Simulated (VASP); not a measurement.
# W (Fm-3m) in VASP: further runs

W is run at these levels: PBEsol; tasks: single point.

Everything below comes from runs of VASP 6.6.1. Logs are shortened: lines on timing, memory, paths and dates and some standing lists are left out, and cuts for length are marked.

### Step 1. The cell of the first run

The structure is cubic, space group Fm-3m (No. 225). The conventional cell has a = 3.921 Å, b = 3.921 Å, c = 3.921 Å, α = 90.00°, β = 90.00°, γ = 90.00°. Within 3.7 Å of W (site symmetry m-3m) lie 12 W at 2.77 Å.

### Step 2. Single point, PBEsol

Input file INCAR:

```
SYSTEM = W
PREC = Accurate
ENCUT = 520
EDIFF = 1E-6
ISMEAR = 1
SIGMA = 0.1
LREAL = .False.
LASPH = .True.
NELM = 60
ALGO = Normal
ISIF = 2
LWAVE = .False.
LCHARG = .True.
GGA = PS
LELF = .True.
LVHAR = .True.
NBANDS = 13
```

Input file KPOINTS:

```
regular mesh
0
Gamma
  14 14 14
  0 0 0
```

Input file POSCAR:

```
W
1.0
    0.0000000000      1.9603787485      1.9603787485
    1.9603787485      0.0000000000      1.9603787485
    1.9603787485      1.9603787485      0.0000000000
W
1
Direct
    0.0000000000      0.0000000000      0.0000000000
```

Potentials or basis: VASP PAW PBE potentials, release 64 (W_sv).

On the command line:

```
$ cat potpaw_PBE.64/W_sv/POTCAR > POTCAR
$ mpirun -np 1 vasp_std > vasp.out
```

OUTCAR:

```text
SYSTEM = W
   PREC = Accurate
   ENCUT = 520
   EDIFF = 1E-6
   ISMEAR = 1
   LREAL = .False.
   LASPH = .True.
   NELM = 60
   ISIF = 2
   GGA = PS

 ion  position               nearest neighbor table
   1  0.000  0.000  0.000-

  LATTYP: Found a face centered cubic cell.
 ALAT       =     3.9207574970

  Lattice vectors:

 A1 = (   0.0000000000,   1.9603787485,   1.9603787485)
 A2 = (   1.9603787485,   0.0000000000,   1.9603787485)
 A3 = (   1.9603787485,   1.9603787485,   0.0000000000)

Analysis of symmetry for initial positions (statically):
=====================================================================
 Subroutine PRICEL returns:
 Original cell was already a primitive cell.

 Routine SETGRP: Setting up the symmetry group for a
 face centered cubic supercell.

 Subroutine GETGRP returns: Found 48 space group operations
 (whereof 48 operations were pure point group operations)
 out of a pool of 48 trial point group operations.

The static configuration has the point symmetry O_h .

Analysis of symmetry for dynamics (positions and initial velocities):
=====================================================================
 Subroutine PRICEL returns:
 Original cell was already a primitive cell.

 Routine SETGRP: Setting up the symmetry group for a
 face centered cubic supercell.

 Subroutine GETGRP returns: Found 48 space group operations
 (whereof 48 operations were pure point group operations)
 out of a pool of 48 trial point group operations.

The dynamic configuration has the point symmetry O_h .

 Subroutine INISYM returns: Found 48 space group operations
 (whereof 48 operations are pure point group operations),
 and found     1 'primitive' translations

----------------------------------------------------------------------------------------

                                     Primitive cell

  volume of cell :      15.0678

  direct lattice vectors                    reciprocal lattice vectors
     0.000000000  1.960378748  1.960378748    -0.255052755  0.255052755  0.255052755
     1.960378748  0.000000000  1.960378748     0.255052755 -0.255052755  0.255052755
     1.960378748  1.960378748  0.000000000     0.255052755  0.255052755 -0.255052755

  length of vectors
     2.772394214  2.772394214  2.772394214     0.441764330  0.441764330  0.441764330

  position of ions in fractional coordinates (direct lattice)
     0.000000000  0.000000000  0.000000000

  ion indices of the primitive-cell ions
   primitive index   ion index
                 1           1

----------------------------------------------------------------------------------------

 KPOINTS: regular mesh

Automatic generation of k-mesh.
 Grid dimensions read from file:
 generate k-points for:   14   14   14

 Generating k-lattice:

  Cartesian coordinates                     Fractional coordinates (reciprocal lattice)
    -0.018218054  0.018218054  0.018218054     0.071428571  0.000000000  0.000000000
     0.018218054 -0.018218054  0.018218054     0.000000000  0.071428571  0.000000000
     0.018218054  0.018218054 -0.018218054     0.000000000  0.000000000  0.071428571

  Length of vectors
     0.031554595  0.031554595  0.031554595

  Shift w.r.t. Gamma in fractional coordinates (k-lattice)
     0.000000000  0.000000000  0.000000000

 Subroutine IBZKPT returns following result:
 ===========================================

 Found    104 irreducible k-points:

 Following reciprocal coordinates:
            Coordinates               Weight
  0.000000  0.000000  0.000000      1.000000
  0.071429  0.000000  0.000000      8.000000
  0.142857  0.000000  0.000000      8.000000
  0.214286  0.000000  0.000000      8.000000
  0.285714  0.000000  0.000000      8.000000
  0.357143  0.000000  0.000000      8.000000
[... 16 lines left out ...]
  0.214286  0.142857  0.000000     24.000000
  0.285714  0.142857  0.000000     24.000000
 [... further k-points ...]
   k-points           NKPTS =    104   k-points in BZ     NKDIM =    104   number of bands    NBANDS=     13
   number of dos      NEDOS =    301   number of ions     NIONS =      1
   total plane-waves  NPLWV =  13824
   dimension x,y,z NGX =    24 NGY =   24 NGZ =   24
   dimension x,y,z NGXF=    48 NGYF=   48 NGZF=   48
   ions per type =               1
   NGX,Y,Z   is equivalent  to a cutoff of  14.39, 14.39, 14.39 a.u.
   NGXF,Y,Z  is equivalent  to a cutoff of  28.78, 28.78, 28.78 a.u.
 SYSTEM =  W
   PREC   = accura    normal or accurate (medium, high low for compatibility)
   ISTART =      0    job   : 0-new  1-cont  2-samecut
   ICHARG =      2    charge: 1-file 2-atom 10-const
   ISPIN  =      1    spin polarized calculation?
   LNONCOLLINEAR =      F non collinear calculations
   LSORBIT =      F    spin-orbit coupling
   LASPH  =      T    aspherical Exc in radial PAW
   ENCUT  =  520.0 eV  38.22 Ry    6.18 a.u.   5.15  5.15  5.15*2*pi/ulx,y,z
   NELM   =     60;   NELMIN=  2; NELMDL= -5     # of ELM steps
   EDIFF  = 0.1E-05   stopping-criterion for ELM
   LREAL  =      F    real-space projection
   EDIFFG = 0.1E-04   stopping-criterion for IOM
   NSW    =      0    number of steps for IOM
   IBRION =     -1    ionic relax: 0-MD 1-quasi-New 2-CG
   NFREE  =      0    steps in history (QN), initial steepest desc. (CG)
   ISIF   =      2    stress and relaxation
   ISYM   =      2    0-nonsym 1-usesym 2-fastsym
   POTIM  = 0.5000    time-step for ionic-motion
   TEBEG  =    0.0;   TEEND  =   0.0 temperature during run
   PSTRESS=    0.0 pullay stress
   NELECT =      14.0000    total number of electrons
   NUPDOWN=      -1.0000    fix difference up-down
   EMIN   =  10.00;   EMAX   =-10.00  energy-range for DOS
   EFERMI =   0.00;   METHOD = LEGACY
   ISMEAR =     1;   SIGMA  =   0.10  broadening in eV -4-tet -1-fermi 0-gaus
   EFERMI_NEDOS =   21; number of points for ismear=-14 and -15
   IALGO  =     38    algorithm
   IMIX   =      4    mixing-type and parameters
     AMIX     =   0.40;   BMIX     =  1.00
     AMIX_MAG =   1.60;   BMIX_MAG =  1.00
  volume/ion in A,a.u.               =      15.07       101.68
  Fermi-wavevector in a.u.,A,eV,Ry     =   1.597475  3.018791 34.721086  2.551928
  Thomas-Fermi vector in A             =   2.695076
   LORBIT       =      0    0 simple, 1 ext, 2 COOP (PROOUT), +10 PAW based schemes
[... 43 lines left out ...]
     11      24.4501      0.00000
     12      30.0655      0.00000
     13      30.0655      0.00000

 k-point     2 :       0.0714    0.0000    0.0000
  band No.  band energies     occupation
      1     -61.9444      2.00000
      2     -25.5319      2.00000
      3     -25.4596      2.00000
      4     -25.4596      2.00000
      5       2.3313      2.00000
      6      10.6516      2.00000
      7      10.9615      2.00000
      8      10.9615      2.00000
      9      14.2527      0.00000
     10      14.2527      0.00000
     11      24.9507      0.00000
     12      29.0923      0.00000
     13      30.5365      0.00000

 k-point     3 :       0.1429    0.0000    0.0000
  band No.  band energies     occupation
      1     -61.9228      2.00000
      2     -25.7587      2.00000
      3     -25.4881      2.00000
      4     -25.4881      2.00000
      5       3.0256      2.00000
      6      10.2092      2.00000
      7      11.2279      2.00215
      8      11.2279      2.00215
      9      14.0563      0.00000
     10      14.0563      0.00000
     11      26.0695      0.00000
     12      27.7068      0.00000
     13      31.8699      0.00000

 k-point     4 :       0.2143    0.0000    0.0000
  band No.  band energies     occupation
      1     -61.8915      2.00000
      2     -26.0762      2.00000
      3     -25.5289      2.00000
      4     -25.5289      2.00000
      5       3.9868      2.00000
      6       9.8414      2.00000
      7      11.3749      2.05843
      8      11.3749      2.05843
      9      14.1643      0.00000
     10      14.1643      0.00000
     11      25.4760      0.00000
     12      28.6209      0.00000
     13      33.8864      0.00000

 k-point     5 :       0.2857    0.0000    0.0000
  band No.  band energies     occupation
      1     -61.8566      2.00000
      2     -26.4156      2.00000
      3     -25.5739      2.00000
      4     -25.5739      2.00000
      5       4.8683      2.00000
      6       9.9472      2.00000
      7      11.2049      2.00072
      8      11.2049      2.00072
      9      14.8430      0.00000
     10      14.8430      0.00000
     11      24.3091      0.00000
     12      29.4322      0.00000
     13      35.5345      0.00000

 k-point     6 :       0.3571    0.0000    0.0000
  band No.  band energies     occupation
      1     -61.8250      2.00000
      2     -26.7108      2.00000
      3     -25.6139      2.00000
      4     -25.6139      2.00000
      5       5.3253      2.00000
      6      10.7722      2.00000
      7      10.9002      2.00000
      8      10.9002      2.00000
      9      15.8605      0.00000
     10      15.8605      0.00000
     11      23.4656      0.00000
     12      27.6018      0.00000
     13      33.8788      0.00000

 k-point     7 :       0.4286    0.0000    0.0000
  band No.  band energies     occupation
      1     -61.8031      2.00000
      2     -26.9096      2.00000
      3     -25.6414      2.00000
      4     -25.6414      2.00000
      5       5.4304      2.00000
      6      10.6602      2.00000
      7      10.6602      2.00000
      8      11.9139     -0.00000
      9      16.7984      0.00000
     10      16.7984      0.00000
     11      23.0791      0.00000
     12      25.2787      0.00000
     13      31.8661      0.00000
[... 193 lines left out ...]
 k-point    20 :      -0.1429    0.0714    0.0000
  band No.  band energies     occupation
      1     -61.9072      2.00000
      2     -25.8856      2.00000
      3     -25.5638      2.00000
      4     -25.4865      2.00000
      5       3.5325      2.00000
      6       9.8843      2.00000
      7      11.3688      2.06587
      8      11.4503      1.47147
      9      13.4461     -0.00000
     10      14.5536      0.00000
     11      26.6188      0.00000
     12      27.7164      0.00000
     13      31.6095      0.00000

 k-point    21 :      -0.0714    0.0714    0.0000
  band No.  band energies     occupation
      1     -61.9320      2.00000
      2     -25.6446      2.00000
      3     -25.5067      2.00000
      4     -25.4628      2.00000
      5       2.7313      2.00000
      6      10.3367      2.00000
      7      11.1280      2.00001
      8      11.1818      2.00021
      9      13.8319      0.00000
     10      14.3783      0.00000
     11      25.7235      0.00000
     12      28.3615      0.00000
     13      30.5761      0.00000

 k-point    22 :       0.1429    0.1429    0.0000
  band No.  band energies     occupation
      1     -61.9131      2.00000
      2     -25.7499      2.00000
      3     -25.5560      2.00000
      4     -25.5560      2.00000
      5       3.3465      2.00000
      6       9.6762      2.00000
      7      11.6511     -0.03564
      8      11.6511     -0.03564
      9      12.8658     -0.00000
     10      14.8058      0.00000
     11      26.9537      0.00000
     12      28.9916      0.00000
     13      30.9451      0.00000

 k-point    23 :       0.2143    0.1429    0.0000
  band No.  band energies     occupation
      1     -61.8897      2.00000
      2     -25.9559      2.00000
      3     -25.6082      2.00000
      4     -25.5959      2.00000
      5       4.0963      2.00000
      6       9.2116      2.00000
      7      11.6896     -0.01139
      8      12.0253     -0.00000
      9      12.7468     -0.00000
     10      15.0434      0.00000
     11      27.9118      0.00000
     12      28.5917      0.00000
     13      31.6226      0.00000

 k-point    24 :       0.2857    0.1429    0.0000
  band No.  band energies     occupation
      1     -61.8592      2.00000
      2     -26.2348      2.00000
      3     -25.6592      2.00000
      4     -25.6441      2.00000
      5       5.0325      2.00000
      6       8.9300      2.00000
      7      11.0337      2.00000
      8      12.1509     -0.00000
      9      13.7036      0.00000
     10      15.5521      0.00000
     11      26.7116      0.00000
     12      30.0638      0.00000
     13      32.5664      0.00000

 [... further k-points ...]
[... 5 lines left out ...]
  --------------------------------------------------------------------------------------
  -------------------------------------------------------------------------------------
  Total        1.9772902      1.9772902      1.9772902     -0.0000000      0.0000000      0.0000000
  in kB      210.2475996    210.2475996    210.2475996     -0.0000000      0.0000000      0.0000000
  external PRESSURE =     210.2475996 kB  Pullay stress =       0.0000000 kB

 VOLUME and BASIS-vectors are now :
 -----------------------------------------------------------------------------
  energy-cutoff  :      520.00
  volume of cell :       15.07
      direct lattice vectors                 reciprocal lattice vectors
     0.000000000  1.960378748  1.960378748    -0.255052755  0.255052755  0.255052755
     1.960378748  0.000000000  1.960378748     0.255052755 -0.255052755  0.255052755
     1.960378748  1.960378748  0.000000000     0.255052755  0.255052755 -0.255052755

 POSITION                                       TOTAL-FORCE (eV/Angst)
 -----------------------------------------------------------------------------------
      0.00000      0.00000      0.00000        -0.000000     -0.000000     -0.000000
 -----------------------------------------------------------------------------------
    total drift:                               -0.000000     -0.000000     -0.000000

  FREE ENERGIE OF THE ION-ELECTRON SYSTEM (eV)
  ---------------------------------------------------
  free  energy   TOTEN  =       -13.2506643188 eV

  energy  without entropy=      -13.2499587674  energy(sigma->0) =      -13.25042913
```

Run time: 11 s. Hardware: 1 thread of AMD EPYC 9R45 (Zen 5), shared host; peak memory 0.12 GiB.

What came out:

```
Free energy            : -13.2507 eV
Pressure               : 21.0 GPa
Band gap on the k mesh : zero (band 7 reaches 15.13 eV, above the bottom of band 8 at 10.85 eV)
```

Caveat: the PAW data sets were made with another functional, which shifts forces and pressure a little; spin-orbit coupling is left out, which moves the levels of the heavy elements.

### Step 3. Single point, PBEsol

This run uses another cell than the first one, of 15.73 Å³/atom, 1.044 times its volume.

Input file INCAR:

```
PREC     = Accurate       # precision mode
ENCUT    = 520            # plane-wave cutoff, eV
EDIFF    = 1E-6           # SCF threshold, eV
ISMEAR   = 1              # smearing method
SIGMA    = 0.1            # smearing width, eV
LREAL    = F              # projectors in reciprocal space
LASPH    = T              # aspherical terms in the spheres
NELM     = 60             # most SCF steps
ALGO     = Normal         # electronic algorithm
ISIF     = 2              # what is computed and relaxed
LWAVE    = F              # write WAVECAR
LCHARG   = T              # write CHGCAR
GGA      = PS             # functional
LELF     = T              # ELF
LVHAR    = T            
NBANDS   = 13             # bands
```

Input file KPOINTS:

```
regular mesh
0
Gamma
  14 14 14
```

Input file POSCAR:

```
W
1.0
    0.0000000000      1.9886366182      1.9886366182
    1.9886366182      0.0000000000      1.9886366182
    1.9886366182      1.9886366182      0.0000000000
W
1
Direct
    0.0000000000      0.0000000000      0.0000000000
```

Potentials or basis: VASP PAW PBE potentials, release 64 (W_sv).

On the command line:

```
$ cat potpaw_PBE.64/W_sv/POTCAR > POTCAR
$ mpirun -np 1 vasp_std > vasp.out
```

Wall time 11 s (1 thread of AMD EPYC 9R45 (Zen 5), shared host); peak memory 0.12 GiB.

The run converged. Its results:

```yaml
Free_energy: -13.3053 eV
Pressure: 5.7 GPa
Band_gap_on_the_k_mesh: zero (band 7 reaches 14.22 eV, above the bottom of band 8 at 10.29 eV)
```

Levels at points of the mesh, in eV from the Fermi level:
```
           k point  band 3  band 4  band 5  band 6  band 7  band 8  band 9  band 10  band 11  band 12
(0.00, 0.00, 0.00)  -37.08  -37.08   -9.19   -0.58   -0.58   -0.58    2.73     2.73    12.92    18.31
(0.50, 0.00, 0.00)  -37.26  -37.26   -5.81   -0.83   -0.83    0.83    5.39     5.39    10.97    12.56
(0.50, 0.50, 0.00)  -37.56  -37.56   -5.77   -4.75    3.36    5.35    6.18     6.18    12.15    12.15
```

Caveat: the PAW data sets were made with another functional, which shifts forces and pressure a little; spin-orbit coupling is left out, which moves the levels of the heavy elements.

### Step 4. Single point, PBEsol

This run uses another cell than the first one, of 15.49 Å³/atom, 1.028 times its volume.

Input file INCAR:

```
ALGO     = Normal         # electronic algorithm
EDIFF    = 1E-7           # SCF threshold, eV
ENCUT    = 520            # plane-wave cutoff, eV
GGA      = PS             # functional
ISIF     = 2              # what is computed and relaxed
ISMEAR   = 1              # smearing method
LASPH    = True           # aspherical terms in the spheres
LCHARG   = True           # write CHGCAR
LELF     = True           # ELF
LREAL    = False          # projectors in reciprocal space
LVHAR    = True         
LWAVE    = False          # write WAVECAR
NBANDS   = 13             # bands
NELM     = 100            # most SCF steps
PREC     = Accurate       # precision mode
SIGMA    = 0.1            # smearing width, eV
```

Input file KPOINTS:

```
k-points
0
Gamma
  14 14 14
```

Input file POSCAR:

```
W
1.0
    0.0000000000      1.9787172646      1.9787172646
    1.9787172646      0.0000000000      1.9787172646
    1.9787172646      1.9787172646      0.0000000000
W
1
Direct
    0.0000000000      0.0000000000      0.0000000000
```

On the command line:

```
$ cat potpaw_PBE.64/W_sv/POTCAR > POTCAR
$ mpirun -np 1 vasp_std > vasp.out
```

Run time: 12 s. Hardware: 1 thread of AMD EPYC 9R45 (Zen 5), shared host; peak memory 0.12 GiB.

Results (log left out):

| Quantity | Value |
| --- | --- |
| Free energy | -13.2931 eV |
| Pressure | 10.8 GPa |
| Band gap on the k mesh | zero (band 7 reaches 14.53 eV, above the bottom of band 8 at 10.48 eV) |

Levels at points of the mesh, in eV from the Fermi level:
| k point | band 5 | band 6 | band 7 | band 8 | band 9 | band 10 |
| --- | --- | --- | --- | --- | --- | --- |
| (0.00, 0.00, 0.00) | -9.26 | -0.60 | -0.60 | -0.60 | 2.79 | 2.79 |
| (0.50, 0.00, 0.00) | -5.89 | -0.85 | -0.85 | 0.89 | 5.50 | 5.50 |
| (0.50, 0.50, 0.00) | -5.87 | -4.85 | 3.46 | 5.46 | 6.31 | 6.31 |

Caveat: the PAW data sets were made with another functional, which shifts forces and pressure a little; spin-orbit coupling is left out, which moves the levels of the heavy elements.

### Step 5. Summary

| cell | gap on the mesh (eV) | pressure (GPa) |
| --- | --- | --- |
| a = 2.772 Å, angles 60.0°, 1 atom | none | 21.0 |
| a = 2.812 Å, angles 60.0°, 1 atom | none | 5.7 |
| a = 2.798 Å, angles 60.0°, 1 atom | none | 10.8 |

Alike in all rows: task single point; level PBEsol; potentials or basis VASP PAW PBE potentials, release 64 (W_sv); no spin polarisation; k mesh 14 × 14 × 14; cutoff (eV) 520; smearing methfessel-paxton 0.1 eV.

Caveats: the PAW data sets were made with another functional, which shifts forces and pressure a little; spin-orbit coupling is left out, which moves the levels of the heavy elements.

Absolute energies hang on the potentials; compare differences alone.
